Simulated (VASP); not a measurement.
# TiSe in VASP: further runs

TiSe is run at these levels: PBE; tasks: single point.

Everything below comes from runs of VASP 6.6.1. Logs are shortened: lines on timing, memory, paths and dates and some standing lists are left out, and cuts for length are marked.

## Step 1: The cell of the first run

The cell holds a sheet with vacuum, 2 atoms: a = 4.169 Å, b = 4.975 Å, c = 14.000 Å, α = 90.00°, β = 90.00°, γ = 90.00°.

The cell was built from a structure type or drawn by symmetry, and may not be a known phase.

## Step 2: Single point, PBE, collinear spin

Contents of INCAR:

```
  ALGO = Normal
  DIPOL = 0.5 0.5 0.500
  EDIFF = 1E-6
  ENCUT = 520
  GGA = PE
  IDIPOL = 3
  ISIF = 2
  ISMEAR = 0
  ISPIN = 2
  LASPH = T
  LCHARG = T
  LDIPOL = T
  LELF = T
  LMAXMIX = 4
  LORBIT = 11
  LREAL = F
  LVACPOTAV = T
  LVHAR = T
  LWAVE = F
  MAGMOM = 1 0
  NBANDS = 20
  NELM = 150
  PREC = Accurate
  SIGMA = 0.1
```

Contents of KPOINTS:

```
k-points
0
Gamma
  4 4 1
```

Contents of POSCAR:

```
TiSe
1.0
    4.1692030000      0.0000000000      0.0000000000
    0.0000000000      4.9747510000      0.0000000000
    0.0000000000      0.0000000000     14.0000000000
Ti Se
1 1
Direct
    0.5000000000      0.0000000000      0.5000000000
    0.0000000000      0.5000000000      0.5000000000
```

Potentials or basis: VASP PAW PBE potentials, release 64 (Ti_sv, Se).

Launch:

```
$ cat potpaw_PBE.64/Ti_sv/POTCAR potpaw_PBE.64/Se/POTCAR > POTCAR
$ mpirun -np 1 vasp_std > vasp.out
```

OUTCAR:

```text
EDIFF = 1E-6
   ENCUT = 520
   GGA = PE
   ISIF = 2
   ISMEAR = 0
   ISPIN = 2
   LASPH = T
   LORBIT = 11
   LREAL = F
   NELM = 150
   PREC = Accurate

 ion  position               nearest neighbor table
   1  0.500  0.000  0.500-
   2  0.000  0.500  0.500-

  LATTYP: Found a simple orthorhombic cell.
 ALAT       =     4.1692030000
 B/A-ratio  =     1.1932139068
 C/A-ratio  =     3.3579559451

  Lattice vectors:

 A1 = (   4.1692030000,   0.0000000000,   0.0000000000)
 A2 = (   0.0000000000,   4.9747510000,   0.0000000000)
 A3 = (   0.0000000000,   0.0000000000,  14.0000000000)

Analysis of symmetry for initial positions (statically):
=====================================================================
 Subroutine PRICEL returns:
 Original cell was already a primitive cell.

 Routine SETGRP: Setting up the symmetry group for a
 simple orthorhombic supercell.

 Subroutine GETGRP returns: Found  8 space group operations
 (whereof  8 operations were pure point group operations)
 out of a pool of  8 trial point group operations.

The static configuration has the point symmetry D_2h.

Analysis of symmetry for dynamics (positions and initial velocities):
=====================================================================
 Subroutine PRICEL returns:
 Original cell was already a primitive cell.

 Routine SETGRP: Setting up the symmetry group for a
 simple orthorhombic supercell.

 Subroutine GETGRP returns: Found  8 space group operations
 (whereof  8 operations were pure point group operations)
 out of a pool of  8 trial point group operations.

The dynamic configuration has the point symmetry D_2h.

Analysis of structural, dynamic, and magnetic symmetry:
=====================================================================
 Subroutine PRICEL returns:
 Original cell was already a primitive cell.

 Routine SETGRP: Setting up the symmetry group for a
 simple orthorhombic supercell.

 Subroutine GETGRP returns: Found  8 space group operations
 (whereof  8 operations were pure point group operations)
 out of a pool of  8 trial point group operations.

The overall configuration has the point symmetry D_2h.

 Subroutine INISYM returns: Found  8 space group operations
 (whereof  8 operations are pure point group operations),
 and found     1 'primitive' translations

----------------------------------------------------------------------------------------

[... 100 lines left out ...]
   LORBIT       =     11    0 simple, 1 ext, 2 COOP (PROOUT), +10 PAW based schemes
   GGA     = PE    functional components
   LHFCALC =     F    Hartree Fock is set to
   AEXX    =    0.0000 exact exchange contribution
   IVDW    =     0    specifies the selected vdW correction
   LEPSILON=     F    determine dielectric tensor
   LRPA    =     F    only Hartree local field effects (RPA)
 spin polarized calculation
 Gauss-broadening in eV      SIGMA  =   0.10
  energy-cutoff  :      520.00
  volume of cell :      290.37
 maximum number of plane-waves:      7832
 NGX is ok and might be reduce to    32
   NGX = 15   NGY = 19   NGZ = 53

 number of electron      17.9999999 magnetization       1.9999851

 dipolmoment           0.000000      0.000000      0.000000 electrons x Angstroem

 Free energy of the ion-electron system (eV)
  ---------------------------------------------------
  ext. energy  EPLUGINS =         0.00000000
  ---------------------------------------------------
  free energy    TOTEN  =        -9.41589921 eV

  energy without entropy =       -9.40441338  energy(sigma->0) =       -9.41015630

 E-fermi :  -2.8495     XC(G=0):  -2.7534

 val. band max:       -2.8504938789   @ k =   0.5000   0.2500   0.0000
 cond. band min:      -2.7960763735   @ k =   0.2500   0.5000   0.0000
 fundamental gap:      0.0544175053
 Fermi energy:        -2.8494916042

 spin component 1

 k-point     1 :       0.0000    0.0000    0.0000
  band No.  band energies     occupation
      1     -61.1776      1.00000
      2     -37.5344      1.00000
      3     -37.4272      1.00000
      4     -37.4015      1.00000
      5     -14.4751      1.00000
      6      -4.5455      1.00000
[... 183 lines left out ...]
      6      -5.1809      1.00000
[... 12 lines left out ...]
     19       4.0752      0.00000
     20       4.0846      0.00000
 Fermi energy:        -2.8494916042

 spin component 2

 k-point     1 :       0.0000    0.0000    0.0000
  band No.  band energies     occupation
      1     -59.5172      1.00000
      2     -35.8458      1.00000
      3     -35.8362      1.00000
      4     -35.7114      1.00000
      5     -14.6196      1.00000
      6      -4.6158      1.00000
[... 196 lines left out ...]
     19       4.0438      0.00000
     20       4.1999      0.00000

------------------------ aborting loop because EDIFF is reached ----------------------------------------

  FORCE on cell =-STRESS in cart. coord.  units (eV):
  Direction    XX          YY          ZZ          XY          YZ          ZX
  --------------------------------------------------------------------------------------
  -------------------------------------------------------------------------------------
  Total       -5.9081619     -9.7199732     -0.0082311     -0.0000000      0.0000000      0.0000000
  in kB      -32.5994706    -53.6319050     -0.0454169     -0.0000000      0.0000000      0.0000000
  external PRESSURE =     -28.7589309 kB  Pullay stress =       0.0000000 kB

 VOLUME and BASIS-vectors are now :
 -----------------------------------------------------------------------------
  energy-cutoff  :      520.00
  volume of cell :      290.37
      direct lattice vectors                 reciprocal lattice vectors
     4.169203000  0.000000000  0.000000000     0.239853996  0.000000000  0.000000000
     0.000000000  4.974751000  0.000000000     0.000000000  0.201015086  0.000000000
     0.000000000  0.000000000 14.000000000     0.000000000  0.000000000  0.071428571

 POSITION                                       TOTAL-FORCE (eV/Angst)
 -----------------------------------------------------------------------------------
      2.08460      0.00000      7.00000         0.000000      0.000000      0.000000
      0.00000      2.48738      7.00000         0.000000      0.000000      0.000000
 -----------------------------------------------------------------------------------
    total drift:                               -0.000000      0.000000      0.000000

  FREE ENERGIE OF THE ION-ELECTRON SYSTEM (eV)
  ---------------------------------------------------
  free  energy   TOTEN  =        -9.4158992120 eV

  energy  without entropy=       -9.4044133804  energy(sigma->0) =       -9.41015630

 vacuum level on the upper side and lower side of the slab         1.589         1.589

 total charge

# of ion       s       p       d       tot
------------------------------------------
    1        2.097   5.962   1.900   9.960
    2        1.451   2.251   0.003   3.705
--------------------------------------------------
tot          3.549   8.213   1.903  13.665

 magnetization (x)

# of ion       s       p       d       tot
------------------------------------------
    1        0.039   0.006   1.670   1.716
    2       -0.002  -0.127   0.002  -0.127
--------------------------------------------------
tot          0.038  -0.121   1.672   1.589
```

OSZICAR:

```text
N       E                     dE             d eps       ncg     rms          rms(c)
DAV:   1     0.908869124076E+02    0.90887E+02   -0.76401E+03   864   0.627E+02
DAV:   2     0.476104979239E+01   -0.86126E+02   -0.81878E+02   944   0.161E+02
[... 21 lines left out ...]
DAV:  24    -0.941585999935E+01   -0.36322E-04   -0.69227E-06   812   0.139E-02    0.519E-03
DAV:  25    -0.941588105638E+01   -0.21057E-04   -0.16118E-06   780   0.739E-03    0.363E-03
DAV:  26    -0.941588985134E+01   -0.87950E-05   -0.53490E-07   756   0.437E-03    0.193E-03
DAV:  27    -0.941589482668E+01   -0.49753E-05   -0.25797E-07   660   0.255E-03    0.158E-03
DAV:  28    -0.941589847760E+01   -0.36509E-05   -0.20939E-07   684   0.207E-03    0.117E-03
DAV:  29    -0.941589921197E+01   -0.73437E-06   -0.43626E-08   704   0.134E-03
   1 F= -.94158992E+01 E0= -.94101563E+01  d E =-.114858E-01  mag=     2.0000
```

stdout:

```text
POSCAR found type information on POSCAR TiSe
 POSCAR found :  2 types and       2 ions
 scaLAPACK will be used
 LDA part: xc-table for (Slater+PW92), standard interpolation
 POSCAR, INCAR and KPOINTS ok, starting setup
 FFT: planning ... GRIDC
 FFT: planning ... GRID_SOFT
 FFT: planning ... GRID
 WAVECAR not read
 entering main loop
 -----------------------------------------------------------------------------
|                                                                             |
|           W    W    AA    RRRRR   N    N  II  N    N   GGGG   !!!           |
|           W    W   A  A   R    R  NN   N  II  NN   N  G    G  !!!           |
|           W    W  A    A  R    R  N N  N  II  N N  N  G       !!!           |
|           W WW W  AAAAAA  RRRRR   N  N N  II  N  N N  G  GGG   !            |
|           WW  WW  A    A  R   R   N   NN  II  N   NN  G    G                |
|           W    W  A    A  R    R  N    N  II  N    N   GGGG   !!!           |
|                                                                             |
|     Did not find any points to average over, which means that no vacuum     |
|     field-free region was found. Please increase the size of  your cell     |
|     in the dimension of the dipole correction to obtain accurate            |
|     workfunction values.                                                    |
|                                                                             |
 -----------------------------------------------------------------------------
```

Wall time 5.6 min (1 thread of Intel Xeon 8259CL, shared host); peak memory 0.49 GiB.

Results:

```
Free energy                                           : -9.4159 eV
Band gap on the k mesh                                : zero (filled and empty bands overlap)
Net moment                                            : 2.00 μB per cell
Site moments                                          : Ti +1.72; Se -0.13 μB
Valence electrons inside the program's atomic spheres : Ti 9.96; Se 3.71
```

Levels at points of the mesh, in eV from the Fermi level:
Spin up:
```csv
k point,band 8,band 9,band 10,band 11,band 12,band 13
"(0.00, 0.00, 0.00)",-1.00,-0.69,-0.58,0.17,0.18,0.25
"(0.50, 0.00, 0.00)",-1.18,-0.60,0.06,0.25,0.48,1.77
"(0.00, 0.50, 0.00)",-1.28,-0.66,-0.44,0.26,0.68,1.56
"(0.50, 0.50, 0.00)",-0.68,-0.61,-0.19,-0.11,0.12,0.39
```
Spin down:
```tsv
k point	band 6	band 7	band 8	band 9	band 10	band 11
(0.00, 0.00, 0.00)	-1.77	-1.44	-0.70	0.50	1.13	1.15
(0.50, 0.00, 0.00)	-2.88	-2.06	-1.16	1.23	1.42	1.82
(0.00, 0.50, 0.00)	-3.12	-1.39	-1.16	1.43	1.51	1.65
(0.50, 0.50, 0.00)	-2.37	-2.27	-0.87	0.98	1.06	1.28
```

Caveat: the k points lie up to 0.38 Å⁻¹ apart.

## Step 3: Single point, PBE, collinear spin

Contents of INCAR:

```
SYSTEM = TiSe
PREC     = Accurate       ! precision mode
ENCUT    = 520            ! plane-wave cutoff, eV
EDIFF    = 1E-7           ! SCF threshold, eV
ISMEAR   = 0              ! smearing method
SIGMA    = 0.1            ! smearing width, eV
LREAL    = .False.        ! projectors in reciprocal space
LASPH    = .True.         ! aspherical terms in the spheres
NELM     = 150            ! most SCF steps
ALGO     = Normal         ! electronic algorithm
ISIF     = 2              ! what is computed and relaxed
LWAVE    = .False.        ! write WAVECAR
LCHARG   = .True.         ! write CHGCAR
ISPIN    = 2              ! spin polarisation
MAGMOM   = 1 0            ! initial moments
LORBIT   = 11             ! projections on sites
LMAXMIX  = 4              ! l up to which the mixer works
LDIPOL   = .True.       
IDIPOL   = 3            
DIPOL    = 0.5 0.5 0.500
GGA      = PE             ! functional
LELF     = .True.         ! ELF
LVHAR    = .True.       
LVACPOTAV= .True.       
NBANDS   = 20             ! bands
```

Contents of KPOINTS:

```
regular mesh
0
Gamma
  4 4 1
  0 0 0
```

POSCAR is that of step 2.

Potentials or basis: VASP PAW PBE potentials, release 64 (Ti_sv, Se).

Launch:

```
$ cat potpaw_PBE.64/Ti_sv/POTCAR potpaw_PBE.64/Se/POTCAR > POTCAR
$ mpirun -np 1 vasp_std > vasp.out
```

Run time: 6.2 min. Hardware: 1 thread of Intel Xeon 8259CL, shared host; peak memory 0.5 GiB.

The run converged. Its results:

| Quantity | Value |
| --- | --- |
| Free energy | -9.4159 eV |
| Band gap on the k mesh | zero (filled and empty bands overlap) |
| Net moment | 2.00 μB per cell |
| Site moments | Ti +1.72; Se -0.13 μB |
| Valence electrons inside the program's atomic spheres | Ti 9.96; Se 3.71 |

Levels at points of the mesh, in eV from the Fermi level:
Spin up:
```csv
k point,band 8,band 9,band 10,band 11,band 12,band 13
"(0.00, 0.00, 0.00)",-1.00,-0.69,-0.58,0.17,0.18,0.25
"(0.50, 0.00, 0.00)",-1.18,-0.60,0.06,0.25,0.48,1.77
"(0.00, 0.50, 0.00)",-1.28,-0.66,-0.44,0.26,0.68,1.56
"(0.50, 0.50, 0.00)",-0.68,-0.61,-0.19,-0.11,0.12,0.39
```
Spin down:
```csv
k point,band 6,band 7,band 8,band 9,band 10,band 11
"(0.00, 0.00, 0.00)",-1.77,-1.44,-0.70,0.50,1.13,1.15
"(0.50, 0.00, 0.00)",-2.88,-2.06,-1.16,1.23,1.42,1.82
"(0.00, 0.50, 0.00)",-3.12,-1.39,-1.16,1.43,1.51,1.65
"(0.50, 0.50, 0.00)",-2.37,-2.27,-0.87,0.98,1.06,1.28
```

Caveat: the k points lie up to 0.38 Å⁻¹ apart.
